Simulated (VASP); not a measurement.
# Si16AsC15 (a cell with a defect) in VASP: further runs, part 2 of 2

VASP 6.6.1. The steps go on from the part before.

## Step 3: Relaxation of the atoms, PBE

The input, INCAR:

```
SYSTEM = Si16AsC15
ALGO = Normal
EDIFF = 1E-7
EDIFFG = -0.03
ENCUT = 520
GGA = PE
GGA_COMPAT = .FALSE.
IBRION = 2
ISIF = 2
ISMEAR = -1
KPAR = 4
LASPH = .TRUE.
LCHARG = .FALSE.
LREAL = Auto
LWAVE = .FALSE.
NELECT = 128.0
NELM = 120
NELMIN = 4
NSW = 60
PREC = Accurate
SIGMA = 0.01
```

The input, KPOINTS:

```
k-points
0
G
  4 4 2
  0 0 0
```

The input, POSCAR:

```
Si16AsC15
1.0
    6.1520000000      0.0000000000      0.0000000000
   -3.0760000000      5.3277882840      0.0000000000
    0.0000000000      0.0000000000     10.0960000000
Si As C
16 1 15
Direct
    0.1666666666      0.3333333334      0.0000000000
    0.1666666666      0.3333333334      0.5000000000
    0.1666666666      0.8333333334      0.0000000000
    0.1666666666      0.8333333334      0.5000000000
    0.6666666666      0.3333333334      0.0000000000
    0.6666666666      0.3333333334      0.5000000000
    0.6666666666      0.8333333334      0.0000000000
    0.6666666666      0.8333333334      0.5000000000
    0.3333333334      0.1666666666      0.2500000000
    0.3333333334      0.1666666666      0.7500000000
    0.3333333334      0.6666666666      0.2500000000
    0.3333333334      0.6666666666      0.7500000000
    0.8333333334      0.1666666666      0.2500000000
    0.8333333334      0.1666666666      0.7500000000
    0.8333333334      0.6666666666      0.2500000000
    0.8333333334      0.6666666666      0.7500000000
    0.1666666666      0.3333333334      0.1925000000
    0.1666666666      0.3333333334      0.6925000000
    0.1666666666      0.8333333334      0.1925000000
    0.1666666666      0.8333333334      0.6925000000
    0.6666666666      0.3333333334      0.1925000000
    0.6666666666      0.3333333334      0.6925000000
    0.6666666666      0.8333333334      0.1925000000
    0.6666666666      0.8333333334      0.6925000000
    0.3333333334      0.1666666666      0.4425000000
    0.3333333334      0.1666666666      0.9425000000
    0.3333333334      0.6666666666      0.4425000000
    0.3333333334      0.6666666666      0.9425000000
    0.8333333334      0.1666666666      0.4425000000
    0.8333333334      0.1666666666      0.9425000000
    0.8333333334      0.6666666666      0.4425000000
    0.8333333334      0.6666666666      0.9425000000
```

Potentials or basis: VASP PAW PBE potentials, release 64 (Si, As, C).

The run is started by

```bash
$ cat potpaw_PBE.64/Si/POTCAR potpaw_PBE.64/As/POTCAR potpaw_PBE.64/C/POTCAR > POTCAR
$ mpirun -np 4 vasp_std > vasp.out
```

OUTCAR:

```text
SYSTEM = Si16AsC15
   EDIFF = 1E-7
   EDIFFG = -0.03
   ENCUT = 520
   GGA = PE
   IBRION = 2
   ISIF = 2
   ISMEAR = -1
   LASPH = .TRUE.
   LREAL = Auto
   NELECT = 128.0
   NELM = 120
   NELMIN = 4
   NSW = 60
   PREC = Accurate

 ion  position               nearest neighbor table
   1  0.167  0.333  0.000-  28 1.87  30 1.87  26 1.87  17 1.94   3 3.08   7 3.08   3 3.08   7 3.08
                             5 3.08   5 3.08  12 3.09  11 3.09  14 3.09  13 3.09  10 3.09   9 3.09
   2  0.167  0.333  0.500-  27 1.87  29 1.87  25 1.87  18 1.94   4 3.08   8 3.08   4 3.08   8 3.08
                             6 3.08   6 3.08  12 3.09  11 3.09  14 3.09  13 3.09  10 3.09   9 3.09
   3  0.167  0.833  0.000-  26 1.87  32 1.87  28 1.87  19 1.94   1 3.08   5 3.08   1 3.08   5 3.08
                             7 3.08   7 3.08  10 3.09   9 3.09  16 3.09  15 3.09  12 3.09  11 3.09
   4  0.167  0.833  0.500-  25 1.87  31 1.87  27 1.87  20 1.94   2 3.08   6 3.08   2 3.08   6 3.08
                             8 3.08   8 3.08  10 3.09   9 3.09  16 3.09  15 3.09  12 3.09  11 3.09
   5  0.667  0.333  0.000-  32 1.87  26 1.87  30 1.87  21 1.94   3 3.08   7 3.08   7 3.08   3 3.08
                             1 3.08   1 3.08  16 3.09  15 3.09  10 3.09   9 3.09  14 3.09  13 3.09
   6  0.667  0.333  0.500-  31 1.87  25 1.87  29 1.87  22 1.94   4 3.08   8 3.08   8 3.08   4 3.08
                             2 3.08   2 3.08  16 3.09  15 3.09  10 3.09   9 3.09  14 3.09  13 3.09
   7  0.667  0.833  0.000-  30 1.87  28 1.87  32 1.87  23 1.94   1 3.08   5 3.08   5 3.08   1 3.08
                             3 3.08   3 3.08  14 3.09  13 3.09  12 3.09  11 3.09  16 3.09  15 3.09
[... 466 lines left out ...]

------------------------ aborting loop because EDIFF is reached ----------------------------------------
[... 127 lines left out ...]
--------------------------------------- Ionic step       19  -------------------------------------------

 number of electron     127.9999998 magnetization

 Free energy of the ion-electron system (eV)
  ---------------------------------------------------
  ext. energy  EPLUGINS =         0.00000000
  ---------------------------------------------------
  free energy    TOTEN  =      -241.87397846 eV

  energy without entropy =     -241.87397846  energy(sigma->0) =     -241.87397846

 E-fermi :   9.2067     XC(G=0): -11.4109

 val. band max:        8.9300115641   @ k =   0.0000   0.0000   0.0000
 cond. band min:      10.3988162646   @ k =   0.0000   0.0000   0.0000
 fundamental gap:      1.4688047005
 Fermi energy:         9.2066500020

 k-point     1 :       0.0000    0.0000    0.0000
  band No.  band energies     occupation
      1      -7.2233      2.00000
      2      -6.0978      2.00000
      3      -5.9099      2.00000
      4      -3.9040      2.00000
      5      -3.9040      2.00000
      6      -3.7754      2.00000
[... 621 lines left out ...]
     75      13.9048      0.00000
     76      14.0019      0.00000
 [bands above 76 left out]

------------------------ aborting loop because EDIFF is reached ----------------------------------------

  FORCE on cell =-STRESS in cart. coord.  units (eV):
  Direction    XX          YY          ZZ          XY          YZ          ZX
  --------------------------------------------------------------------------------------
  -------------------------------------------------------------------------------------
  Total       16.7809474     16.7809474     17.6355431     -0.0000000     -0.0000000      0.0000000
  in kB       81.2483279     81.2483279     85.3860247     -0.0000000     -0.0000000      0.0000000
  external PRESSURE =      82.6275602 kB  Pullay stress =       0.0000000 kB
[... 47 lines left out ...]
  FREE ENERGIE OF THE ION-ELECTRON SYSTEM (eV)
  ---------------------------------------------------
  free  energy   TOTEN  =      -241.8739784642 eV

  energy  without entropy=     -241.8739784642  energy(sigma->0) =     -241.87397846

 reached required accuracy - stopping structural energy minimisation
```

OSZICAR:

```text
N       E                     dE             d eps       ncg     rms          rms(c)
DAV:   1     0.425040450307E+03    0.42504E+03   -0.58956E+04  1296   0.143E+03
DAV:   2    -0.219835988709E+03   -0.64488E+03   -0.61208E+03  1648   0.245E+02
DAV:   3    -0.261885539055E+03   -0.42050E+02   -0.41652E+02  1560   0.619E+01
[... 199 lines left out ...]
  18 F= -.24187397E+03 E0= -.24187397E+03  d E =-.295002E-03
       N       E                     dE             d eps       ncg     rms          rms(c)
DAV:   1    -0.241873977984E+03   -0.67400E-05   -0.70635E-04  1302   0.965E-02    0.823E-03
DAV:   2    -0.241873978715E+03   -0.73101E-06   -0.19315E-05  1527   0.149E-02    0.417E-03
DAV:   3    -0.241873978440E+03    0.27541E-06   -0.11663E-06  1560   0.415E-03    0.224E-03
DAV:   4    -0.241873978464E+03   -0.24578E-07   -0.64443E-07  1471   0.249E-03
  19 F= -.24187398E+03 E0= -.24187398E+03  d E =-.302244E-03
```

CONTCAR:

```text
Si16AsC15
   1.00000000000000
     6.1520000000000001    0.0000000000000000    0.0000000000000000
    -3.0760000000000001    5.3277882840000004    0.0000000000000000
     0.0000000000000000    0.0000000000000000   10.0960000000000001
  Si              As              C
    16     1    15
Direct
     0.1666666666000012    0.3333333333999988    0.9630567039064708
     0.1666666666000012    0.3333333333999988    0.5031272985871643
     0.1681791799076174    0.8340895900538071    0.0012037450561206
     0.1629498528197493    0.8314749265098731    0.5069212740750932
     0.6659104099461929    0.3318208200923825    0.0012037450561206
     0.6685250734901269    0.3370501471802507    0.5069212740750932
[... 24 lines left out ...]
     0.8333333333999988    0.6666666666000012    0.4407451619718781
     0.8333333333999988    0.6666666666000012    0.9437135589623598

  0.00000000E+00  0.00000000E+00  0.00000000E+00
  0.00000000E+00  0.00000000E+00  0.00000000E+00
  0.00000000E+00  0.00000000E+00  0.00000000E+00
  0.00000000E+00  0.00000000E+00  0.00000000E+00
  0.00000000E+00  0.00000000E+00  0.00000000E+00
  0.00000000E+00  0.00000000E+00  0.00000000E+00
[... 24 lines left out ...]
  0.00000000E+00  0.00000000E+00  0.00000000E+00
  0.00000000E+00  0.00000000E+00  0.00000000E+00
```

Run time: 32 min. Hardware: 4 MPI ranks of AMD EPYC 7R43 (Zen 3), shared host; peak memory 0.54 GiB.

What came out:

```yaml
Free_energy: -241.8740 eV
Energy_gained_by_relaxing: 222.2 meV/atom
Ionic_steps: 19
Largest_force_after_relaxing: 0.024 eV/Å
```

Forces in eV/Å, atoms in the order of the input:
```
Si   0.000  0.000 -0.009
Si   0.000  0.000  0.024
Si  -0.004 -0.002 -0.009
Si   0.006  0.003  0.015
Si   0.000  0.004 -0.009
Si   0.000 -0.007  0.015
Si   0.004 -0.002 -0.009
Si  -0.006  0.003  0.015
Si  -0.003  0.002 -0.001
Si   0.004 -0.003 -0.001
Si   0.000 -0.004 -0.001
Si   0.000  0.005 -0.001
Si   0.003  0.002 -0.001
Si  -0.004 -0.003 -0.001
Si   0.000  0.000  0.014
Si   0.000  0.000 -0.009
As   0.000  0.000 -0.015
C    0.000  0.000  0.008
C   -0.002 -0.001  0.001
C    0.001  0.001 -0.006
C    0.000  0.002  0.001
C    0.000 -0.001 -0.006
C    0.002 -0.001  0.001
C   -0.001  0.001 -0.006
C   -0.006  0.004  0.000
C    0.002 -0.001  0.007
C    0.000 -0.007  0.000
C    0.000  0.003  0.007
C    0.006  0.004  0.000
C   -0.002 -0.001  0.007
C    0.000  0.000 -0.013
C    0.000  0.000 -0.018
```

Step by step:
```tsv
step	energy change (eV)	largest force (eV/Å)	pressure (GPa)
1	0.0000	14.9016	14.39
2	2.3400	15.7677	13.68
3	-6.1863	3.1866	8.80
4	-6.4222	2.0311	8.98
5	-6.4428	2.4819	9.09
6	-6.8437	2.3358	8.56
7	-6.8870	1.5987	8.56
8	-7.0341	0.6402	8.41
9	-7.0344	0.6901	8.40
10	-7.0880	0.2416	8.33
11	-7.0886	0.2342	8.32
12	-7.1015	0.2501	8.32
13	-7.1016	0.2328	8.32
14	-7.1066	0.1033	8.28
15	-7.1068	0.1252	8.28
16	-7.1091	0.0596	8.27
17	-7.1091	0.0502	8.27
18	-7.1094	0.0307	8.26
19	-7.1094	0.0241	8.26
```

Final structure:
```
Si As C
1.0
     6.15200    0.00000    0.00000
    -3.07600    5.32779    0.00000
     0.00000    0.00000   10.09600
Si As C
16 1 15
Direct
  0.16667 0.33333 0.96306
  0.16667 0.33333 0.50313
  0.16818 0.83409 0.00120
  0.16295 0.83147 0.50692
  0.66591 0.33182 0.00120
  0.66853 0.33705 0.50692
  0.66591 0.83409 0.00120
  0.66853 0.83147 0.50692
  0.35228 0.14772 0.26449
  0.33592 0.16408 0.74797
  0.35228 0.70456 0.26449
  0.33592 0.67184 0.74797
  0.79544 0.14772 0.26449
  0.82816 0.16408 0.74797
  0.83333 0.66667 0.25432
  0.83333 0.66667 0.75543
  0.16667 0.33333 0.18072
  0.16667 0.33333 0.69099
  0.16654 0.83327 0.19064
  0.16311 0.83155 0.69084
  0.66673 0.33346 0.19064
  0.66845 0.33689 0.69084
  0.66673 0.83327 0.19064
  0.66845 0.83155 0.69084
  0.33552 0.16448 0.44693
  0.33716 0.16283 0.93365
  0.33552 0.67104 0.44693
  0.33716 0.67433 0.93365
  0.82896 0.16448 0.44693
  0.82567 0.16283 0.93365
  0.83333 0.66667 0.44075
  0.83333 0.66667 0.94371
```

Levels at points of the mesh, in eV from the Fermi level:
```csv
k point,band 60,band 61,band 62,band 63,band 64,band 65,band 66,band 67,band 68,band 69
"(0.00, 0.00, 0.00)",-1.05,-1.05,-0.71,-0.28,-0.28,1.19,2.07,2.07,2.17,2.49
"(0.50, 0.00, 0.00)",-1.93,-1.76,-1.46,-1.40,-0.80,1.80,2.50,3.03,3.35,3.42
"(0.00, 0.00, 0.50)",-1.59,-0.92,-0.92,-0.35,-0.35,1.28,2.19,2.31,2.31,2.44
"(0.50, 0.00, 0.50)",-1.82,-1.68,-1.61,-1.41,-0.98,2.07,3.11,3.23,3.29,3.35
```

Caveat: the cell carries a net charge on a neutralising background, which shifts energy and pressure; the cell is charged against a uniform background, so pressure and absolute levels hang on convention.
